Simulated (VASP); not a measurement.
Crystal: TaRu.

```xyz
2
Lattice="3.0563 0.0000 0.0000 0.0000 3.0563 0.0000 0.0000 0.0000 3.4226" Properties=species:S:1:pos:R:3 pbc="T T T"
Ta    1.5282    1.5282    1.7113
Ru    0.0000    0.0000    0.0000
```

| Quantity | Value |
| --- | --- |
| Program | VASP 6.6.1 |
| Task | relaxation of cell and atoms |
| Functional | LDA |
| Potentials or basis | VASP PAW LDA potentials, release 64 (Ta_sv_GW, Ru_sv) |
| Cutoff | 600 eV |
| k mesh | 14 × 14 × 12 |
| Occupations | gaussian, width 0.1 eV |
| Spin | no spin polarisation |

At the start: pressure -13.1 GPa; volume 15.99 Å³/atom.

Question: How do energy, volume and symmetry change on relaxing?

Answer: Over 8 steps the energy falls by 33.7 meV/atom and the volume is 15.20 Å³/atom (-4.9 %); space group P4/mmm (No. 123, to 0.1 Å) before and after.

Step by step:
```
step  energy change (eV)  largest force (eV/Å)  pressure (GPa)  volume (Å³)
   1              0.0000                0.0000          -13.08        31.97
   2              0.5704                0.0000           56.61        26.31
   3             -0.0671                0.0000           -0.88        30.49
   4             -0.0673                0.0000           -0.15        30.41
   5             -0.0673                0.0000            0.15        30.38
   6             -0.0673                0.0000           -0.33        30.43
   7             -0.0673                0.0000           -0.04        30.40
   8             -0.0673                0.0000            0.00        30.39
```

Final structure:
```
Ta Ru
1.0
     3.00377    0.00000    0.00000
     0.00000    3.00377    0.00000
     0.00000    0.00000    3.36873
Ta Ru
1 1
Direct
  0.50000 0.50000 0.50000
  0.00000 0.00000 0.00000
```
